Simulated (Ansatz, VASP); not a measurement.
# Two plane-wave programs on SiW6

```
W Si
1.0
     4.46825    0.00000    0.00000
    -2.23413    3.86962    0.00000
     0.00000    0.00000   21.72591
W Si
6 1
Direct
  0.66667 0.33333 0.18411
  0.33333 0.66667 0.22609
  0.00000 0.00000 0.26807
  0.66667 0.33333 0.30709
  0.33333 0.66667 0.34670
  0.00000 0.00000 0.38322
  0.22222 0.88889 0.49829
```

Alike in both runs: task single point; functional PBE; dispersion D3(BJ); k mesh 6 × 6 × 1; occupations gaussian, width 0.1 eV; no spin polarisation.

|  | VASP | Ansatz |
| --- | --- | --- |
| version | VASP 6.6.1 | Ansatz 0.2.0 |
| potentials or method | VASP PAW PBE potentials, release 64 (W_sv, Si), cutoff 520 eV | scalar-relativistic, plane waves, PAW |
| valence electrons in the cell | 88 | 88 |

Ansatz gave:

| Item | Value |
| --- | --- |
| gap on the k mesh at the Fermi level (eV) | none |
| rms of the force components (eV/Å) | 0.941 |

**Question.** Which values does VASP return?

**Answer.** gap on the k mesh at the Fermi level (eV): none; rms of the force components (eV/Å): 0.952.

Atom by atom the forces differ by 0.022 eV/Å (rms over components). A gap of «none» marks a metal or a gap that the smearing closes.

Spin-orbit coupling is off throughout.
